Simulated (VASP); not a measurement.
# CsLaO3 in VASP: a series of runs, part 2 of 3

VASP 6.6.1. The steps go on from the part before.

**3. Single point, LDA**

Contents of INCAR:

```
ALGO = Normal
EDIFF = 1E-6
ENCUT = 520
GGA = CA
ISIF = 2
ISMEAR = 1
LASPH = T
LCHARG = T
LELF = T
LREAL = F
LVHAR = T
LWAVE = F
NBANDS = 27
NELM = 60
PREC = Accurate
SIGMA = 0.05
```

Contents of KPOINTS:

```
k-points
0
Gamma
  5 5 5
```

Contents of POSCAR:

```
CsLaO3
1.0
    4.7653500000      0.0000000000      0.0000000000
    0.0000000000      4.7653500000      0.0000000000
    0.0000000000      0.0000000000      4.7653500000
Cs La O
1 1 3
Direct
    0.0000000000      0.0000000000      0.0000000000
    0.5000000000      0.5000000000      0.5000000000
    0.5000000000      0.5000000000     -0.0209848175
    0.5000000000      0.0000000000      0.5000000000
    0.0000000000      0.5000000000      0.5000000000
```

Potentials or basis: VASP PAW LDA potentials, release 64 (Cs_sv, La, O).

On the command line:

```bash
cat potpaw_LDA.64/Cs_sv/POTCAR potpaw_LDA.64/La/POTCAR potpaw_LDA.64/O/POTCAR > POTCAR
mpirun -np 1 vasp_std > vasp.out
```

OUTCAR:

```text
EDIFF = 1E-6
   ENCUT = 520
   GGA = CA
   ISIF = 2
   ISMEAR = 1
   LASPH = T
   LREAL = F
   NELM = 60
   PREC = Accurate

 ion  position               nearest neighbor table
   1  0.000  0.000  0.000-
   2  0.500  0.500  0.500-   3 2.28   4 2.38   5 2.38   4 2.38   5 2.38   3 2.48
   3  0.500  0.500  0.979-   2 2.28   2 2.48
   4  0.500  0.000  0.500-   2 2.38   2 2.38
   5  0.000  0.500  0.500-   2 2.38   2 2.38

  LATTYP: Found a simple cubic cell.
 ALAT       =     4.7653500000

  Lattice vectors:

 A1 = (   4.7653500000,   0.0000000000,   0.0000000000)
 A2 = (   0.0000000000,   4.7653500000,   0.0000000000)
 A3 = (   0.0000000000,   0.0000000000,   4.7653500000)

Analysis of symmetry for initial positions (statically):
=====================================================================
 Subroutine PRICEL returns:
 Original cell was already a primitive cell.

 Routine SETGRP: Setting up the symmetry group for a
 simple cubic supercell.

 Subroutine GETGRP returns: Found  8 space group operations
 (whereof  8 operations were pure point group operations)
 out of a pool of 48 trial point group operations.

The static configuration has the point symmetry C_4v.

Analysis of symmetry for dynamics (positions and initial velocities):
=====================================================================
 Subroutine PRICEL returns:
 Original cell was already a primitive cell.

 Routine SETGRP: Setting up the symmetry group for a
 simple cubic supercell.

 Subroutine GETGRP returns: Found  8 space group operations
 (whereof  8 operations were pure point group operations)
 out of a pool of 48 trial point group operations.

The dynamic configuration has the point symmetry C_4v.

 Subroutine INISYM returns: Found  8 space group operations
 (whereof  8 operations are pure point group operations),
 and found     1 'primitive' translations
[... 112 lines left out ...]
   IMIX   =      4    mixing-type and parameters
     AMIX     =   0.40;   BMIX     =  1.00
     AMIX_MAG =   1.60;   BMIX_MAG =  1.00
  volume/ion in A,a.u.               =      21.64       146.05
  Fermi-wavevector in a.u.,A,eV,Ry     =   1.154980  2.182596 18.149891  1.333979
  Thomas-Fermi vector in A             =   2.291612
   LORBIT       =      0    0 simple, 1 ext, 2 COOP (PROOUT), +10 PAW based schemes
   GGA     = CA    functional components
   LHFCALC =     F    Hartree Fock is set to
   AEXX    =    0.0000 exact exchange contribution
   IVDW    =     0    specifies the selected vdW correction
   LEPSILON=     F    determine dielectric tensor
   LRPA    =     F    only Hartree local field effects (RPA)
 non-spin polarized calculation
 Methfessel and Paxton  Order N= 1 SIGMA  =   0.05
  energy-cutoff  :      520.00
  volume of cell :      108.21
 maximum number of plane-waves:      2945
 NGX is ok and might be reduce to    36
   NGX = 17   NGY = 17   NGZ = 17

 number of electron      37.9999982 magnetization

 Free energy of the ion-electron system (eV)
  ---------------------------------------------------
  ext. energy  EPLUGINS =         0.00000000
  ---------------------------------------------------
  free energy    TOTEN  =       -32.35089313 eV

  energy without entropy =      -32.34971293  energy(sigma->0) =      -32.35049973

 E-fermi :   0.9280     XC(G=0):  -9.5136

 val. band max:        0.7533366928   @ k =   0.0000   0.2000   0.2000
 cond. band min:       0.9364095195   @ k =   0.4000   0.4000   0.4000
 fundamental gap:      0.1830728267
 Fermi energy:         0.9279914618

 k-point     1 :       0.0000    0.0000    0.0000
  band No.  band energies     occupation
      1     -28.2449      2.00000
      2     -17.8674      2.00000
      3     -14.2682      2.00000
      4     -14.1500      2.00000
      5     -13.9620      2.00000
      6     -12.3583      2.00000
[... 529 lines left out ...]
     26       6.4197      0.00000
     27       6.4412      0.00000

------------------------ aborting loop because EDIFF is reached ----------------------------------------

  FORCE on cell =-STRESS in cart. coord.  units (eV):
  Direction    XX          YY          ZZ          XY          YZ          ZX
  --------------------------------------------------------------------------------------
  -------------------------------------------------------------------------------------
  Total       -5.6574925     -5.6574925     -5.4325960      0.0000000     -0.0000000     -0.0000000
  in kB      -83.7626011    -83.7626011    -80.4328723      0.0000000     -0.0000000     -0.0000000
  external PRESSURE =     -82.6526915 kB  Pullay stress =       0.0000000 kB

 VOLUME and BASIS-vectors are now :
 -----------------------------------------------------------------------------
  energy-cutoff  :      520.00
  volume of cell :      108.21
      direct lattice vectors                 reciprocal lattice vectors
     4.765350000  0.000000000  0.000000000     0.209848175  0.000000000  0.000000000
     0.000000000  4.765350000  0.000000000     0.000000000  0.209848175  0.000000000
     0.000000000  0.000000000  4.765350000     0.000000000  0.000000000  0.209848175

 POSITION                                       TOTAL-FORCE (eV/Angst)
 -----------------------------------------------------------------------------------
      0.00000      0.00000      0.00000         0.000000      0.000000     -0.031711
      2.38267      2.38267      2.38267        -0.000000     -0.000000     -0.186831
      2.38267      2.38267      4.66535         0.000000     -0.000000      0.359993
      2.38267      0.00000      2.38267        -0.000000      0.000000     -0.070726
      0.00000      2.38267      2.38267         0.000000      0.000000     -0.070726
 -----------------------------------------------------------------------------------
    total drift:                                0.000000      0.000000      0.000246

  FREE ENERGIE OF THE ION-ELECTRON SYSTEM (eV)
  ---------------------------------------------------
  free  energy   TOTEN  =       -32.3508931256 eV

  energy  without entropy=      -32.3497129320  energy(sigma->0) =      -32.35049973
```

OSZICAR:

```text
N       E                     dE             d eps       ncg     rms          rms(c)
DAV:   1     0.428000805342E+03    0.42800E+03   -0.16445E+04   972   0.182E+03
DAV:   2     0.652877693018E+02   -0.36271E+03   -0.33380E+03  1193   0.349E+02
DAV:   3    -0.292968374918E+02   -0.94585E+02   -0.92787E+02  1373   0.186E+02
DAV:   4    -0.352211193761E+02   -0.59243E+01   -0.57677E+01  1533   0.467E+01
[... 11 lines left out ...]
DAV:  16    -0.323511318291E+02    0.12463E-03   -0.44736E-03  1564   0.170E-01    0.209E-01
DAV:  17    -0.323509492448E+02    0.18258E-03   -0.11651E-03  1542   0.836E-02    0.849E-02
DAV:  18    -0.323509026504E+02    0.46594E-04   -0.56292E-05  1544   0.474E-02    0.404E-02
DAV:  19    -0.323508935056E+02    0.91447E-05   -0.11974E-05  1432   0.173E-02    0.124E-02
DAV:  20    -0.323508931256E+02    0.37999E-06   -0.10327E-06   873   0.788E-03
   1 F= -.32350893E+02 E0= -.32350500E+02  d E =-.118019E-02
```

Run time: 96 s. Hardware: 1 thread of Intel Xeon 8259CL, shared host; peak memory 0.21 GiB.

What came out:

```yaml
Free_energy: -32.3509 eV
Pressure: -8.3 GPa
Largest_force: 0.360 eV/Å
Band_gap_on_the_k_mesh: zero (bands 19 and 20 overlap by 0.35 eV)
```

Forces in eV/Å, atoms in the order of the input:
```
Cs   0.000  0.000 -0.032
La   0.000  0.000 -0.187
O    0.000  0.000  0.360
O    0.000  0.000 -0.071
O    0.000  0.000 -0.071
```

Caveat: the cell stands under tension; spin-orbit coupling is left out, which moves the levels of the heavy elements.

**4. Single point, LDA**

Contents of INCAR:

```
PREC = Accurate ; ENCUT = 520
EDIFF = 1E-6 ; ISMEAR = 1
SIGMA = 0.05 ; LREAL = False
LASPH = True ; NELM = 60
ALGO = Normal ; ISIF = 2
LWAVE = False ; LCHARG = True
LELF = True ; LVHAR = True
NBANDS = 27
```

Contents of KPOINTS:

```
regular mesh
0
Gamma
  5 5 5
```

POSCAR, as its differences from that of step 3:

```diff
@@ -10,3 +10,3 @@
     0.5000000000      0.5000000000      0.5000000000
-    0.5000000000      0.5000000000     -0.0209848175
+    0.5000000000      0.5000000000     -0.0104924087
     0.5000000000      0.0000000000      0.5000000000
```

On the command line:

```bash
cat potpaw_LDA.64/Cs_sv/POTCAR potpaw_LDA.64/La/POTCAR potpaw_LDA.64/O/POTCAR > POTCAR
mpirun -np 1 vasp_std > vasp.out
```

Wall time 85 s (1 thread of Intel Xeon 8259CL, shared host); peak memory 0.21 GiB.

Results (log left out):

```
Free energy            : -32.3642 eV
Pressure               : -8.4 GPa
Largest force          : 0.175 eV/Å
Band gap on the k mesh : zero (bands 19 and 20 overlap by 0.36 eV)
```

Forces in eV/Å, atoms in the order of the input:
```
Cs   0.000  0.000 -0.016
La   0.000  0.000 -0.089
O    0.000  0.000  0.175
O    0.000  0.000 -0.035
O    0.000  0.000 -0.035
```

Levels at points of the mesh, in eV from the Fermi level:
| k point | band 15 | band 16 | band 17 | band 18 | band 19 | band 20 | band 21 | band 22 | band 23 | band 24 |
| --- | --- | --- | --- | --- | --- | --- | --- | --- | --- | --- |
| (0.00, 0.00, 0.00) | -0.39 | -0.39 | -0.39 | 0.11 | 0.11 | 0.11 | 5.38 | 5.43 | 5.46 | 5.46 |

Caveat: the cell stands under tension; spin-orbit coupling is left out, which moves the levels of the heavy elements.

**5. Single point, LDA**

Contents of INCAR:

```
  ALGO = Normal
  EDIFF = 1E-7
  ENCUT = 520
  GGA = CA
  ISIF = 2
  ISMEAR = 1
  LASPH = T
  LCHARG = T
  LELF = T
  LREAL = F
  LVHAR = T
  LWAVE = F
  NBANDS = 27
  NELM = 80
  PREC = Accurate
  SIGMA = 0.05
```

Contents of KPOINTS:

```
k-points
0
Gamma
  5 5 5
```

POSCAR, as its differences from that of step 4:

```diff
@@ -10,3 +10,3 @@
     0.5000000000      0.5000000000      0.5000000000
-    0.5000000000      0.5000000000     -0.0104924087
+    0.5000000000      0.5000000000      0.0104924087
     0.5000000000      0.0000000000      0.5000000000
```

Potentials or basis: VASP PAW LDA potentials, release 64 (Cs_sv, La, O).

On the command line:

```bash
cat potpaw_LDA.64/Cs_sv/POTCAR potpaw_LDA.64/La/POTCAR potpaw_LDA.64/O/POTCAR > POTCAR
mpirun -np 1 vasp_std > vasp.out
```

OUTCAR:

```text
EDIFF = 1E-7
   ENCUT = 520
   GGA = CA
   ISIF = 2
   ISMEAR = 1
   LASPH = T
   LREAL = F
   NELM = 80
   PREC = Accurate

 ion  position               nearest neighbor table
   1  0.000  0.000  0.000-
   2  0.500  0.500  0.500-   3 2.33   4 2.38   5 2.38   4 2.38   5 2.38   3 2.43
   3  0.500  0.500  0.010-   2 2.33   2 2.43
   4  0.500  0.000  0.500-   2 2.38   2 2.38
   5  0.000  0.500  0.500-   2 2.38   2 2.38

  LATTYP: Found a simple cubic cell.
 ALAT       =     4.7653500000

  Lattice vectors:

 A1 = (   4.7653500000,   0.0000000000,   0.0000000000)
 A2 = (   0.0000000000,   4.7653500000,   0.0000000000)
 A3 = (   0.0000000000,   0.0000000000,   4.7653500000)

Analysis of symmetry for initial positions (statically):
=====================================================================
 Subroutine PRICEL returns:
 Original cell was already a primitive cell.

 Routine SETGRP: Setting up the symmetry group for a
 simple cubic supercell.

 Subroutine GETGRP returns: Found  8 space group operations
[... 162 lines left out ...]

  energy without entropy =      -32.36280213  energy(sigma->0) =      -32.36372695

 E-fermi :   0.9279     XC(G=0):  -9.5152

 val. band max:        0.7505105336   @ k =   0.0000   0.2000   0.2000
 cond. band min:       0.9375678049   @ k =   0.4000   0.4000   0.4000
 fundamental gap:      0.1870572713
 Fermi energy:         0.9278800125

 k-point     1 :       0.0000    0.0000    0.0000
  band No.  band energies     occupation
      1     -28.2512      2.00000
      2     -17.8634      2.00000
      3     -14.1787      2.00000
      4     -14.1504      2.00000
      5     -13.9438      2.00000
      6     -12.3664      2.00000
[... 529 lines left out ...]
     26       6.4058      0.00000
     27       6.4179      0.00000

------------------------ aborting loop because EDIFF is reached ----------------------------------------

  FORCE on cell =-STRESS in cart. coord.  units (eV):
  Direction    XX          YY          ZZ          XY          YZ          ZX
  --------------------------------------------------------------------------------------
  -------------------------------------------------------------------------------------
  Total       -5.6659149     -5.6659149     -5.6092639      0.0000000     -0.0000000      0.0000000
  in kB      -83.8873007    -83.8873007    -83.0485474      0.0000000     -0.0000000      0.0000000
  external PRESSURE =     -83.6077163 kB  Pullay stress =       0.0000000 kB

 VOLUME and BASIS-vectors are now :
 -----------------------------------------------------------------------------
  energy-cutoff  :      520.00
  volume of cell :      108.21
      direct lattice vectors                 reciprocal lattice vectors
     4.765350000  0.000000000  0.000000000     0.209848175  0.000000000  0.000000000
     0.000000000  4.765350000  0.000000000     0.000000000  0.209848175  0.000000000
     0.000000000  0.000000000  4.765350000     0.000000000  0.000000000  0.209848175

 POSITION                                       TOTAL-FORCE (eV/Angst)
 -----------------------------------------------------------------------------------
      0.00000      0.00000      0.00000         0.000000     -0.000000      0.015921
      2.38267      2.38267      2.38267         0.000000      0.000000      0.089056
      2.38267      2.38267      0.05000         0.000000     -0.000000     -0.175019
      2.38267      0.00000      2.38267         0.000000     -0.000000      0.035022
      0.00000      2.38267      2.38267        -0.000000     -0.000000      0.035022
 -----------------------------------------------------------------------------------
    total drift:                                0.000000      0.000000     -0.000136

  FREE ENERGIE OF THE ION-ELECTRON SYSTEM (eV)
  ---------------------------------------------------
  free  energy   TOTEN  =       -32.3641893559 eV

  energy  without entropy=      -32.3628021316  energy(sigma->0) =      -32.36372695
```

OSZICAR:

```text
N       E                     dE             d eps       ncg     rms          rms(c)
DAV:   1     0.427207013638E+03    0.42721E+03   -0.16446E+04   972   0.182E+03
DAV:   2     0.616553422198E+02   -0.36555E+03   -0.33389E+03  1220   0.349E+02
DAV:   3    -0.296020738085E+02   -0.91257E+02   -0.89240E+02  1376   0.184E+02
[... 12 lines left out ...]
DAV:  16    -0.323642104250E+02   -0.20932E-04   -0.10202E-04  1680   0.369E-02    0.689E-02
DAV:  17    -0.323641905311E+02    0.19894E-04   -0.84863E-05  1664   0.284E-02    0.192E-02
DAV:  18    -0.323641903835E+02    0.14752E-06   -0.18427E-06  1383   0.797E-03    0.160E-02
DAV:  19    -0.323641893591E+02    0.10244E-05   -0.24245E-06  1473   0.674E-03    0.266E-03
DAV:  20    -0.323641893559E+02    0.32237E-08   -0.94396E-08   736   0.205E-03
   1 F= -.32364189E+02 E0= -.32363727E+02  d E =-.138722E-02
```

stdout:

```text
POSCAR found type information on POSCAR CsLaO
 POSCAR found :  3 types and       5 ions
 scaLAPACK will be used
 LDA part: xc-table for (Slater(with rela. corr.)+CA(PZ))
 , standard interpolation
 POSCAR, INCAR and KPOINTS ok, starting setup
 FFT: planning ... GRIDC
 FFT: planning ... GRID_SOFT
 FFT: planning ... GRID
 WAVECAR not read
 entering main loop
```

Run time: 100 s. Hardware: 1 thread of Intel Xeon 8259CL, shared host; peak memory 0.21 GiB.

Results:

| Property | Result |
| --- | --- |
| Free energy | -32.3642 eV |
| Pressure | -8.4 GPa |
| Largest force | 0.175 eV/Å |
| Band gap on the k mesh | zero (bands 19 and 20 overlap by 0.36 eV) |

Forces on the atoms (eV/Å):
```
Cs   0.000  0.000  0.016
La   0.000  0.000  0.089
O    0.000  0.000 -0.175
O    0.000  0.000  0.035
O    0.000  0.000  0.035
```

Stress tensor (GPa, compression positive):
```
-8.39  0.00  0.00
 0.00 -8.39  0.00
 0.00  0.00 -8.30
```

Caveat: the cell stands under tension; spin-orbit coupling is left out, which moves the levels of the heavy elements.

[end of part 2 of 3]
